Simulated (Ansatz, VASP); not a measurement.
MoSe in VASP and in Ansatz

The input INCAR:

```
SYSTEM = MoSe
PREC = Accurate
ENCUT = 520
EDIFF = 1E-6
ISMEAR = -1
SIGMA = 0.05
LREAL = .False.
LASPH = .True.
NELM = 80
ALGO = Normal
ISIF = 2
LWAVE = .False.
LCHARG = .True.
GGA = PE
LELF = .True.
LVHAR = .True.
NBANDS = 17
```

KPOINTS

```
Automatic mesh
0
Gamma
  8 8 8
  0 0 0
```

POSCAR

```
MoSe
1.0
    0.0000000000      2.9309480797      2.9309480797
    2.9309480797      0.0000000000      2.9309480797
    2.9309480797      2.9309480797      0.0000000000
Mo Se
1 1
Direct
    0.0000000000      0.0000000000      0.0000000000
    0.5000000000      0.5000000000      0.5000000000
```

input.yaml

```yaml
crystal:
  lattice:
    - [0.0, 2.9309480797, 2.9309480797]
    - [2.9309480797, 0.0, 2.9309480797]
    - [2.9309480797, 2.9309480797, 0.0]
  atoms:
    - { symbol: Mo, position: [0.0, 0.0, 0.0] }
    - { symbol: Se, position: [0.5, 0.5, 0.5] }
kpoints:
  mp_grid: { grid: [8, 8, 8] }
scf:
  occupations: { method: fermi_dirac, width: 0.05 }
hamiltonian:
  xc: pbe
  pseudopotentials: { kind: all_electron, lapw: { basis_error: 0.0005 } }
output:
  forces: true
  stress: true
  eigenvalues: true
```

Change from the starting cell: volume scaled by 1.04.

Alike in both runs: task single point; functional PBE; k mesh 8 × 8 × 8; occupations fermi-dirac, width 0.05 eV; no spin polarisation.

```csv
,VASP,Ansatz
version,VASP 6.6.1,Ansatz 0.2.0
potentials or method,"VASP PAW PBE potentials, release 64 (Mo_sv, Se), cutoff 520 eV","all-electron LAPW, scalar-relativistic"
```

|  | VASP | Ansatz | Ansatz less VASP |
| --- | --- | --- | --- |
| gap on the k mesh at the Fermi level (eV) | none | none | - |
| pressure (GPa) | -20.8 | -20.8 | -0.04 |

A gap of «none» marks a metal or a gap that the smearing closes. Ansatz ran all-electron here, and VASP with PAW potentials.
